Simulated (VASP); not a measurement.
# CaO3 (P6/mmm) in VASP: further runs, part 2 of 2

VASP 6.6.1. The steps go on from the part before.

## 3. Relaxation of cell and atoms, PBE

This run uses another cell than the first one, of 21.43 Å³/atom, 0.799 times its volume.

INCAR reads:

```
ALGO     = Normal         # electronic algorithm
EDIFF    = 1E-7           # SCF threshold, eV
EDIFFG   = -0.01          # ionic threshold
ENCUT    = 600            # plane-wave cutoff, eV
GGA      = PE             # functional
IBRION   = 2              # ionic algorithm
ISIF     = 3              # what is computed and relaxed
ISMEAR   = 0              # smearing method
LASPH    = True           # aspherical terms in the spheres
LCHARG   = False          # write CHGCAR
LREAL    = False          # projectors in reciprocal space
LWAVE    = False          # write WAVECAR
NELM     = 100            # most SCF steps
NSW      = 100            # ionic steps
PREC     = Accurate       # precision mode
SIGMA    = 0.1            # smearing width, eV
```

KPOINTS reads:

```
k-points
0
Gamma
  12 12 10
```

POSCAR reads:

```
CaO3
1.0
    4.4767524780      0.0000000000      0.0000000000
   -2.2383762390      3.8769813724      0.0000000000
    0.0000000000      0.0000000000      4.9393847281
Ca O
1 3
Direct
    0.0000000000      0.0000000000      0.0000000000
    0.5000000000      0.0000000000      0.0000000000
    0.0000000000      0.5000000000      0.0000000000
    0.5000000000      0.5000000000      0.0000000000
```

Potentials or basis: VASP PAW PBE potentials, release 64 (Ca_sv, O).

The run is started by

```console
$ cat potpaw_PBE.64/Ca_sv/POTCAR potpaw_PBE.64/O/POTCAR > POTCAR
$ mpirun -np 1 vasp_std > vasp.out
```

Wall time 21 min (1 thread of AMD EPYC 9R45 (Zen 5), shared host); peak memory 0.34 GiB.

It converged, with:

| Property | Result |
| --- | --- |
| Free energy | -18.1141 eV |
| Relaxed volume | 23.75 Å³/atom |
| Relaxed cell | a = 4.482 Å, b = 4.482 Å, c = 5.461 Å, α = 90.00°, β = 90.00°, γ = 120.00° |
| Space group after relaxing (to 0.05 Å) | P6/mmm (No. 191) |
| Energy gained by relaxing | 1.9 meV/atom |
| Ionic steps | 16 |
| Pressure after relaxing | 0.0 GPa |
| Band gap on the k mesh | zero (band 14 reaches -1.77 eV, above the bottom of band 15 at -2.72 eV) |

Step by step:
```tsv
step	energy change (eV)	largest force (eV/Å)	pressure (GPa)	volume (Å³)
1	0.0000	0.0000	0.14	85.73
2	-0.0002	0.0000	0.05	85.97
3	-0.0003	0.0000	-0.07	86.28
4	-0.0004	0.0000	-0.07	86.34
5	-0.0007	0.0000	-0.06	86.55
6	-0.0013	0.0000	-0.04	86.97
7	-0.0025	0.0000	-0.01	87.80
8	-0.0044	0.0000	0.06	89.46
9	-0.0068	0.0000	0.17	92.76
10	-0.0009	0.0000	0.24	99.34
11	-0.0071	0.0000	0.20	93.50
12	-0.0071	0.0000	0.22	94.67
13	-0.0073	0.0000	0.05	95.56
14	-0.0073	0.0000	0.07	95.50
15	-0.0074	0.0000	0.04	95.37
16	-0.0074	0.0000	-0.03	95.02
```

Final structure:
```yaml
crystal:
  lattice:
    - [4.48235, 0.00000, 0.00000]
    - [-2.24117, 3.88183, 0.00000]
    - [0.00000, 0.00000, 5.46099]
  atoms:
    - { symbol: Ca, position: [0.00000, 0.00000, 0.00000] }
    - { symbol: O, position: [0.50000, 0.00000, 0.00000] }
    - { symbol: O, position: [0.00000, 0.50000, 0.00000] }
    - { symbol: O, position: [0.50000, 0.50000, 0.00000] }
```

Levels at points of the mesh, in eV from the Fermi level:
```csv
k point,band 12,band 13,band 14,band 15,band 16,band 17
"(0.00, 0.00, 0.00)",-0.01,-0.01,0.79,2.03,2.03,4.05
"(0.50, 0.00, 0.00)",-0.84,-0.83,-0.81,-0.15,1.70,5.51
"(0.00, 0.00, 0.50)",-0.02,-0.02,0.79,2.03,2.03,5.74
"(0.50, 0.00, 0.50)",-0.85,-0.84,-0.83,-0.16,1.70,7.01
```

## 4. Single point, PBE

This run uses another cell than the first one, of 21.43 Å³/atom, 0.799 times its volume.

INCAR reads:

```
PREC = Accurate
ENCUT = 520
EDIFF = 1E-7
ISMEAR = 0
SIGMA = 0.1
LREAL = F
LASPH = T
NELM = 100
ALGO = Normal
ISIF = 2
LWAVE = F
LCHARG = T
GGA = PE
LELF = T
LVHAR = T
NBANDS = 22
```

KPOINTS reads:

```
regular mesh
0
Gamma
  6 6 6
```

POSCAR: that of step 3 with these lines changed.

```diff
@@ -2,4 +2,4 @@
 1.0
-    4.4767524780      0.0000000000      0.0000000000
-   -2.2383762390      3.8769813724      0.0000000000
+    4.4767524780     -0.0000000033      0.0000000000
+   -2.2383762362      3.8769813740      0.0000000000
     0.0000000000      0.0000000000      4.9393847281
```

Potentials or basis: VASP PAW PBE potentials, release 64 (Ca_sv, O).

The run is started by

```console
$ cat potpaw_PBE.64/Ca_sv/POTCAR potpaw_PBE.64/O/POTCAR > POTCAR
$ mpirun -np 1 vasp_std > vasp.out
```

OUTCAR:

```text
PREC = Accurate
   ENCUT = 520
   EDIFF = 1E-7
   ISMEAR = 0
   LREAL = F
   LASPH = T
   NELM = 100
   ISIF = 2
   GGA = PE

 ion  position               nearest neighbor table
   1  0.000  0.000  0.000-   4 2.24   4 2.24   3 2.24   3 2.24   2 2.24   2 2.24
   2  0.500  0.000  0.000-   1 2.24   1 2.24
   3  0.000  0.500  0.000-   1 2.24   1 2.24
   4  0.500  0.500  0.000-   1 2.24   1 2.24

  LATTYP: Found a hexagonal cell.
 ALAT       =     4.4767524780
 C/A-ratio  =     1.1033410385

  Lattice vectors:

 A1 = (   4.4767524780,  -0.0000000033,   0.0000000000)
 A2 = (  -2.2383762362,   3.8769813740,   0.0000000000)
 A3 = (   0.0000000000,   0.0000000000,   4.9393847281)

Analysis of symmetry for initial positions (statically):
=====================================================================
 Subroutine PRICEL returns:
 Original cell was already a primitive cell.

 Routine SETGRP: Setting up the symmetry group for a
 hexagonal supercell.

[... 163 lines left out ...]
 Free energy of the ion-electron system (eV)
  ---------------------------------------------------
  ext. energy  EPLUGINS =         0.00000000
  ---------------------------------------------------
  free energy    TOTEN  =       -18.08601839 eV

  energy without entropy =      -18.03643226  energy(sigma->0) =      -18.06122533

 E-fermi :  -2.2043     XC(G=0):  -7.0068

 val. band max:       -2.2118925196   @ k =   0.0000   0.0000   0.3333
 cond. band min:      -2.1971375908   @ k =   0.0000   0.0000   0.1667
 fundamental gap:      0.0147549288
 Fermi energy:        -2.2043184906

 k-point     1 :       0.0000    0.0000    0.0000
  band No.  band energies     occupation
      1     -39.3772      2.00000
      2     -20.6323      2.00000
      3     -20.5376      2.00000
      4     -20.5376      2.00000
      5     -19.7369      2.00000
      6     -17.3340      2.00000
[... 589 lines left out ...]
     21       7.4087      0.00000
     22       8.4663      0.00000

 [... further k-points ...]
[... 5 lines left out ...]
  --------------------------------------------------------------------------------------
  -------------------------------------------------------------------------------------
  Total        0.2417954      0.2417954      0.1338343     -0.0000000      0.0000000      0.0000000
  in kB        4.5188600      4.5188600      2.5011992     -0.0000000      0.0000000      0.0000000
  external PRESSURE =       3.8463064 kB  Pullay stress =       0.0000000 kB

 VOLUME and BASIS-vectors are now :
 -----------------------------------------------------------------------------
  energy-cutoff  :      520.00
  volume of cell :       85.73
      direct lattice vectors                 reciprocal lattice vectors
     4.476752478 -0.000000003  0.000000000     0.223376210  0.128966315  0.000000000
    -2.238376236  3.876981374  0.000000000     0.000000000  0.257932630  0.000000000
     0.000000000  0.000000000  4.939384728     0.000000000  0.000000000  0.202454365

 POSITION                                       TOTAL-FORCE (eV/Angst)
 -----------------------------------------------------------------------------------
      0.00000      0.00000      0.00000        -0.000000      0.000000      0.000000
      2.23838     -0.00000      0.00000         0.000000      0.000000      0.000000
     -1.11919      1.93849      0.00000        -0.000000      0.000000      0.000000
      1.11919      1.93849      0.00000        -0.000000      0.000000      0.000000
 -----------------------------------------------------------------------------------
    total drift:                                0.000000      0.000000     -0.000000

  FREE ENERGIE OF THE ION-ELECTRON SYSTEM (eV)
  ---------------------------------------------------
  free  energy   TOTEN  =       -18.0860183865 eV

  energy  without entropy=      -18.0364322639  energy(sigma->0) =      -18.06122533
```

Run time: 35 s. Hardware: 1 thread of AMD EPYC 9R45 (Zen 5), shared host; peak memory 0.2 GiB.

Results:

```yaml
Free_energy: -18.0860 eV
Pressure: 0.4 GPa
Band_gap_on_the_k_mesh: zero (band 14 reaches -1.34 eV, above the bottom of band 15 at -2.37 eV)
```

## 5. Overview

| task | cell | k mesh | cutoff (eV) | gap on the mesh (eV) | pressure (GPa) |
| --- | --- | --- | --- | --- | --- |
| single point | a = 4.474, b = 4.474, c = 6.193 Å, angles 90.0, 90.0, 120.0°, 4 atoms | 12 × 12 × 10 | 520 | none | 0.2 |
| relaxation of cell and atoms | relaxed from a = 4.477, b = 4.477, c = 4.939 Å, angles 90.0, 90.0, 120.0°, 4 atoms | 12 × 12 × 10 | 600 | none | 0.0 |
| single point | a = 4.477, b = 4.477, c = 4.939 Å, angles 90.0, 90.0, 120.0°, 4 atoms | 6 × 6 × 6 | 520 | none | 0.4 |

Alike in all rows: level PBE; potentials or basis VASP PAW PBE potentials, release 64 (Ca_sv, O); no spin polarisation; smearing gaussian 0.1 eV.

Absolute energies hang on the potentials; compare differences alone.
